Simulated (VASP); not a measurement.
# TiO2 (P4_2/mnm) in VASP: single point with PBE+U

Aim: the single point of TiO2 with PBE+U.

All numbers are computed with VASP 6.6.1; they aren't measurements. Logs are shortened: lines on timing, memory, paths and dates and some standing lists are left out, and cuts for length are marked.

## (1) The cell of the first run

Symmetry: P4_2/mnm, No. 136, tetragonal system. Conventional cell: a = 4.594 Å, b = 4.594 Å, c = 2.958 Å, α = 90.00°, β = 90.00°, γ = 90.00°. Within 2.6 Å of Ti (site symmetry mmm) lie 6 O at 1.95 to 1.98 Å. O (site symmetry m2m) has 3 Ti at 1.95 to 1.98 Å and 1 O at 2.53 Å within 2.6 Å.

## (2) Single point, PBE+U, collinear spin

The input, INCAR:

```
SYSTEM = TiO2
  ALGO = Normal
  EDIFF = 1E-6
  ENCUT = 1340
  GGA = PE
  GGA_COMPAT = .FALSE.
  ISIF = 2
  ISMEAR = -1
  ISPIN = 2
  LASPH = .TRUE.
  LCHARG = .FALSE.
  LDAU = .TRUE.
  LDAUJ = 0 0
  LDAUL = 2 -1
  LDAUPRINT = 1
  LDAUTYPE = 2
  LDAUU = 3 0
  LMAXMIX = 4
  LORBIT = 11
  LREAL = .FALSE.
  LWAVE = .FALSE.
  MAGMOM = 1 1 0 0 0 0
  NBANDS = 37
  NELM = 200
  PREC = Accurate
  SIGMA = 0.05
```

The input, KPOINTS:

```
k-points
0
G
  5 5 7
  0 0 0
```

The input, POSCAR:

```
TiO2
1.0
    4.5937300000      0.0000000000      0.0000000000
    0.0000000000      4.5937300000      0.0000000000
    0.0000000000      0.0000000000      2.9581200000
Ti O
2 4
Direct
    0.0000000000      0.0000000000      0.0000000000
    0.5000000000      0.5000000000      0.5000000000
    0.3053000000      0.3053000000      0.0000000000
    0.1947000000      0.8053000000      0.5000000000
    0.6947000000      0.6947000000      0.0000000000
    0.8053000000      0.1947000000      0.5000000000
```

Potentials or basis: VASP PAW PBE potentials, release 64 (Ti_sv, O_h).

The run is started by

```console
> cat potpaw_PBE.64/Ti_sv/POTCAR potpaw_PBE.64/O_h/POTCAR > POTCAR
> mpirun -np 1 vasp_std > vasp.out
```

OUTCAR:

```text
SYSTEM = TiO2
   EDIFF = 1E-6
   ENCUT = 1340
   GGA = PE
   ISIF = 2
   ISMEAR = -1
   ISPIN = 2
   LASPH = .TRUE.
   LORBIT = 11
   LREAL = .FALSE.
   NELM = 200
   PREC = Accurate

 ion  position               nearest neighbor table
   1  0.000  0.000  0.000-   4 1.95   6 1.95   4 1.95   6 1.95   5 1.98   3 1.98
   2  0.500  0.500  0.500-   3 1.95   5 1.95   3 1.95   5 1.95   4 1.98   6 1.98
   3  0.305  0.305  0.000-   2 1.95   2 1.95   1 1.98
   4  0.195  0.805  0.500-   1 1.95   1 1.95   2 1.98
   5  0.695  0.695  0.000-   2 1.95   2 1.95   1 1.98
   6  0.805  0.195  0.500-   1 1.95   1 1.95   2 1.98

  LATTYP: Found a simple tetragonal cell.
 ALAT       =     4.5937300000
 C/A-ratio  =     0.6439472934

  Lattice vectors:

 A1 = (   4.5937300000,   0.0000000000,   0.0000000000)
 A2 = (   0.0000000000,   4.5937300000,   0.0000000000)
 A3 = (   0.0000000000,   0.0000000000,   2.9581200000)

Analysis of symmetry for initial positions (statically):
=====================================================================
 Subroutine PRICEL returns:
 Original cell was already a primitive cell.

 Routine SETGRP: Setting up the symmetry group for a
 simple tetragonal supercell.

 Subroutine GETGRP returns: Found 16 space group operations
 (whereof  8 operations were pure point group operations)
 out of a pool of 16 trial point group operations.

The static configuration has the point symmetry D_2h.
 The point group associated with its full space group is D_4h.

Analysis of symmetry for dynamics (positions and initial velocities):
=====================================================================
 Subroutine PRICEL returns:
 Original cell was already a primitive cell.

 Routine SETGRP: Setting up the symmetry group for a
 simple tetragonal supercell.

 Subroutine GETGRP returns: Found 16 space group operations
 (whereof  8 operations were pure point group operations)
 out of a pool of 16 trial point group operations.

The dynamic configuration has the point symmetry D_2h.
 The point group associated with its full space group is D_4h.

Analysis of structural, dynamic, and magnetic symmetry:
=====================================================================
 Subroutine PRICEL returns:
 Original cell was already a primitive cell.

 Routine SETGRP: Setting up the symmetry group for a
 simple tetragonal supercell.

 Subroutine GETGRP returns: Found 16 space group operations
 (whereof  8 operations were pure point group operations)
 out of a pool of 16 trial point group operations.

The overall configuration has the point symmetry D_2h.
 The point group associated with its full space group is D_4h.

 Subroutine INISYM returns: Found 16 space group operations
 (whereof  8 operations are pure point group operations),
 and found     1 'primitive' translations

----------------------------------------------------------------------------------------

                                     Primitive cell

  volume of cell :      62.4233

  direct lattice vectors                    reciprocal lattice vectors
     4.593730000  0.000000000  0.000000000     0.217688023  0.000000000  0.000000000
     0.000000000  4.593730000  0.000000000     0.000000000  0.217688023  0.000000000
     0.000000000  0.000000000  2.958120000     0.000000000  0.000000000  0.338052547

  length of vectors
     4.593730000  4.593730000  2.958120000     0.217688023  0.217688023  0.338052547

  position of ions in fractional coordinates (direct lattice)
     0.000000000  0.000000000  0.000000000
     0.500000000  0.500000000  0.500000000
     0.305300000  0.305300000  0.000000000
     0.194700000  0.805300000  0.500000000
[... 153 lines left out ...]
  o =  0.1046  v = -0.0000  0.0000 -0.0000  0.0000  1.0000  0.0000  0.0000  0.0000  0.0000  0.0000      0.0000  0.0000  0.0000  0.0000  0.0000  0.0000  0.0000  0.0000  0.0000  0.0000
  o =  0.2477  v =  0.0000  0.0000  0.0000  0.0000  0.0000 -0.8335  0.0000  0.5525  0.0000 -0.0000      0.0000  0.0000  0.0000  0.0000  0.0000  0.0000  0.0000  0.0000  0.0000  0.0000
  o =  0.2477  v = -0.8335 -0.0000  0.5525  0.0000 -0.0000  0.0000  0.0000  0.0000  0.0000  0.0000      0.0000  0.0000  0.0000  0.0000  0.0000  0.0000  0.0000  0.0000  0.0000  0.0000
  o =  0.2766  v =  0.0000  0.0000  0.0000  0.0000  0.0000  0.0000  0.7071  0.0000 -0.7071  0.0000      0.0000  0.0000  0.0000  0.0000  0.0000  0.0000  0.0000  0.0000  0.0000  0.0000
  o =  0.2766  v =  0.0000 -0.7071 -0.0000  0.7071 -0.0000  0.0000  0.0000  0.0000  0.0000  0.0000      0.0000  0.0000  0.0000  0.0000  0.0000  0.0000  0.0000  0.0000  0.0000  0.0000

atom =   2  type =  1  l = 2

 onsite density matrix

spin component  1

  0.1984  0.0000  0.0743  0.0000  0.0000
  0.0000  0.1902  0.0000  0.0864  0.0000
  0.0743  0.0000  0.1356  0.0000 -0.0000
  0.0000  0.0864  0.0000  0.1902  0.0000
  0.0000  0.0000 -0.0000  0.0000  0.1046

spin component  2

  0.1984  0.0000  0.0743  0.0000  0.0000
  0.0000  0.1902  0.0000  0.0864  0.0000
  0.0743  0.0000  0.1355  0.0000 -0.0000
  0.0000  0.0864  0.0000  0.1902  0.0000
  0.0000  0.0000 -0.0000  0.0000  0.1046

 occupancies and eigenvectors

  o =  0.0863  v =  0.0000  0.0000  0.0000  0.0000  0.0000 -0.5525  0.0000  0.8335 -0.0000  0.0000      0.0000  0.0000  0.0000  0.0000  0.0000  0.0000  0.0000  0.0000  0.0000  0.0000
  o =  0.0863  v = -0.5525  0.0000  0.8335  0.0000  0.0000  0.0000  0.0000  0.0000  0.0000  0.0000      0.0000  0.0000  0.0000  0.0000  0.0000  0.0000  0.0000  0.0000  0.0000  0.0000
  o =  0.1038  v =  0.0000  0.0000  0.0000  0.0000  0.0000 -0.0000 -0.7071  0.0000  0.7071  0.0000      0.0000  0.0000  0.0000  0.0000  0.0000  0.0000  0.0000  0.0000  0.0000  0.0000
  o =  0.1038  v =  0.0000  0.7071  0.0000 -0.7071  0.0000  0.0000  0.0000  0.0000  0.0000  0.0000      0.0000  0.0000  0.0000  0.0000  0.0000  0.0000  0.0000  0.0000  0.0000  0.0000
  o =  0.1046  v =  0.0000  0.0000  0.0000  0.0000  0.0000  0.0000  0.0000 -0.0000 -0.0000  1.0000      0.0000  0.0000  0.0000  0.0000  0.0000  0.0000  0.0000  0.0000  0.0000  0.0000
  o =  0.1046  v =  0.0000  0.0000  0.0000  0.0000 -1.0000  0.0000  0.0000  0.0000  0.0000  0.0000      0.0000  0.0000  0.0000  0.0000  0.0000  0.0000  0.0000  0.0000  0.0000  0.0000
  o =  0.2477  v =  0.0000  0.0000  0.0000  0.0000  0.0000 -0.8335 -0.0000 -0.5525 -0.0000  0.0000      0.0000  0.0000  0.0000  0.0000  0.0000  0.0000  0.0000  0.0000  0.0000  0.0000
  o =  0.2477  v = -0.8335  0.0000 -0.5525  0.0000 -0.0000  0.0000  0.0000  0.0000  0.0000  0.0000      0.0000  0.0000  0.0000  0.0000  0.0000  0.0000  0.0000  0.0000  0.0000  0.0000
  o =  0.2766  v =  0.0000  0.0000  0.0000  0.0000  0.0000  0.0000 -0.7071  0.0000 -0.7071  0.0000      0.0000  0.0000  0.0000  0.0000  0.0000  0.0000  0.0000  0.0000  0.0000  0.0000
  o =  0.2766  v =  0.0000  0.7071  0.0000  0.7071  0.0000  0.0000  0.0000  0.0000  0.0000  0.0000      0.0000  0.0000  0.0000  0.0000  0.0000  0.0000  0.0000  0.0000  0.0000  0.0000

 number of electron      48.0000004 magnetization      -0.0000383

 Free energy of the ion-electron system (eV)
  ---------------------------------------------------
  ext. energy  EPLUGINS =         0.00000000
  ---------------------------------------------------
  free energy    TOTEN  =       -49.65026493 eV

  energy without entropy =      -49.65026493  energy(sigma->0) =      -49.65026493

 E-fermi :   6.7230     XC(G=0): -11.4257

 val. band max:        5.5591088491   @ k =   0.0000   0.0000   0.0000
 cond. band min:       7.8311951521   @ k =   0.0000   0.0000   0.0000
 fundamental gap:      2.2720863031
 Fermi energy:         6.7230124834

 spin component 1

 k-point     1 :       0.0000    0.0000    0.0000
  band No.  band energies     occupation
      1     -52.1223      1.00000
      2     -52.1062      1.00000
      3     -28.3892      1.00000
      4     -28.3892      1.00000
      5     -28.2355      1.00000
      6     -28.2355      1.00000
[... 925 lines left out ...]
     35      17.1118      0.00000
     36      17.4179      0.00000
 Fermi energy:         6.7230124834

 spin component 2

 k-point     1 :       0.0000    0.0000    0.0000
  band No.  band energies     occupation
      1     -52.1226      1.00000
      2     -52.1064      1.00000
      3     -28.3893      1.00000
      4     -28.3893      1.00000
      5     -28.2357      1.00000
      6     -28.2357      1.00000
[... 925 lines left out ...]
     35      17.1119      0.00000
     36      17.4180      0.00000
 [bands above 36 left out]

------------------------ aborting loop because EDIFF is reached ----------------------------------------

  FORCE on cell =-STRESS in cart. coord.  units (eV):
  Direction    XX          YY          ZZ          XY          YZ          ZX
  --------------------------------------------------------------------------------------
  -------------------------------------------------------------------------------------
  Total        3.9401147      3.9401147      5.2516661     -0.0000000      0.0000000      0.0000000
  in kB      101.1283055    101.1283055    134.7910220     -0.0000000      0.0000000      0.0000000
  external PRESSURE =     112.3492110 kB  Pullay stress =       0.0000000 kB

 VOLUME and BASIS-vectors are now :
 -----------------------------------------------------------------------------
  energy-cutoff  :     1340.00
  volume of cell :       62.42
      direct lattice vectors                 reciprocal lattice vectors
     4.593730000  0.000000000  0.000000000     0.217688023  0.000000000  0.000000000
     0.000000000  4.593730000  0.000000000     0.000000000  0.217688023  0.000000000
     0.000000000  0.000000000  2.958120000     0.000000000  0.000000000  0.338052547

 POSITION                                       TOTAL-FORCE (eV/Angst)
 -----------------------------------------------------------------------------------
      0.00000      0.00000      0.00000        -0.000000     -0.000000      0.000000
      2.29686      2.29686      1.47906        -0.000000     -0.000000      0.000000
      1.40247      1.40247      0.00000        -0.183658     -0.183658      0.000000
      0.89440      3.69933      1.47906         0.183658     -0.183658      0.000000
      3.19126      3.19126      0.00000         0.183658      0.183658      0.000000
      3.69933      0.89440      1.47906        -0.183658      0.183658      0.000000
 -----------------------------------------------------------------------------------
    total drift:                               -0.000000      0.000000      0.000000

  FREE ENERGIE OF THE ION-ELECTRON SYSTEM (eV)
  ---------------------------------------------------
  free  energy   TOTEN  =       -49.6502649347 eV

  energy  without entropy=      -49.6502649347  energy(sigma->0) =      -49.65026493

 total charge

# of ion       s       p       d       tot
------------------------------------------
    1        2.231   6.315   1.609  10.155
    2        2.231   6.315   1.609  10.155
    3        1.042   2.362   0.000   3.404
    4        1.042   2.362   0.000   3.404
    5        1.042   2.362   0.000   3.404
    6        1.042   2.362   0.000   3.404
--------------------------------------------------
tot          8.631  22.079   3.218  33.929

 magnetization (x)

# of ion       s       p       d       tot
------------------------------------------
    1       -0.000   0.000  -0.000  -0.000
    2       -0.000   0.000  -0.000  -0.000
    3       -0.000   0.000   0.000   0.000
    4       -0.000   0.000   0.000   0.000
    5       -0.000   0.000   0.000   0.000
    6       -0.000   0.000   0.000   0.000
--------------------------------------------------
tot         -0.000   0.000  -0.000  -0.000
```

Run time: 6.1 min. Hardware: 1 thread of Intel Xeon Platinum 8559C (Emerald Rapids), shared host; peak memory 0.61 GiB.

Results:

```
Free energy                                           : -49.6503 eV
Pressure                                              : 11.2 GPa
Largest force                                         : 0.260 eV/Å
Band gap on the k mesh                                : 2.27 eV
Net moment                                            : 0.00 μB per cell
Valence electrons inside the program's atomic spheres : Ti 10.15; O 3.40
```

Forces on the atoms (eV/Å):
```
Ti   0.000  0.000  0.000
Ti   0.000  0.000  0.000
O   -0.184 -0.184  0.000
O    0.184 -0.184  0.000
O    0.184  0.184  0.000
O   -0.184  0.184  0.000
```

Eigenvalues of the final occupation matrices:
| site | spin | trace | eigenvalues |
| --- | --- | --- | --- |
| site 1 d | 1 | 0.82 | 0.09 0.10 0.10 0.25 0.28 |
| site 1 d | 2 | 0.82 | 0.09 0.10 0.10 0.25 0.28 |
| site 2 d | 1 | 0.82 | 0.09 0.10 0.10 0.25 0.28 |
| site 2 d | 2 | 0.82 | 0.09 0.10 0.10 0.25 0.28 |

Caveat: the cell stands under pressure. A k mesh can miss the band edges.
